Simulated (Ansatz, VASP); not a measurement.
BP in VASP and in Ansatz

The input INCAR:

```
ALGO = Normal
EDIFF = 1E-8
ENCUT = 520
GGA = PE
ISIF = 2
ISMEAR = -1
LASPH = True
LCHARG = False
LEFG = True
LREAL = False
LWAVE = False
NBANDS = 11
NELM = 100
PREC = Accurate
SIGMA = 0.08
```

KPOINTS

```
k-points
0
Gamma
  4 4 4
```

Contents of POSCAR:

```
BP
1.0
    0.0000000000      2.2690000000      2.2690000000
    2.2690000000      0.0000000000      2.2690000000
    2.2690000000      2.2690000000      0.0000000000
B P
1 1
Direct
    0.0000000000      0.0000000000      0.0000000000
    0.7500000000      0.7500000000      0.7500000000
```

Input for Ansatz:

```yaml
crystal:
  lattice:
    - [0.0, 2.269, 2.269]
    - [2.269, 0.0, 2.269]
    - [2.269, 2.269, 0.0]
  atoms:
    - { symbol: B, position: [0.0, 0.0, 0.0] }
    - { symbol: P, position: [0.75, 0.75, 0.75] }
kpoints:
  mp_grid: { grid: [4, 4, 4] }
scf:
  occupations: { method: fermi_dirac, width: 0.08 }
hamiltonian:
  xc: pbe
  pseudopotentials: { kind: paw }
output:
  forces: true
  stress: true
  eigenvalues: true
  efg: { contact_densities: true }
```

Alike in both runs: task electric field gradients; functional PBE; k mesh 4 × 4 × 4; occupations fermi-dirac, width 0.08 eV; no spin polarisation.

|  | VASP | Ansatz |
| --- | --- | --- |
| version | VASP 6.6.1 | Ansatz 0.2.0 |
| potentials or method | VASP PAW PBE potentials, release 64 (B, P) | PAW with Ansatz's default frozen-core files, scalar-relativistic |
| plane-wave cutoff (eV) | 520 | 420 |
| valence electrons in the cell | 8 | 8 |

Ansatz gave:

```
pressure (GPa) : 2.2
```

Problem. What did VASP give for the same quantities?

Solution. Pressure (GPa): 2.0.

The k mesh is coarse, so the values compare programs but aren't converged.
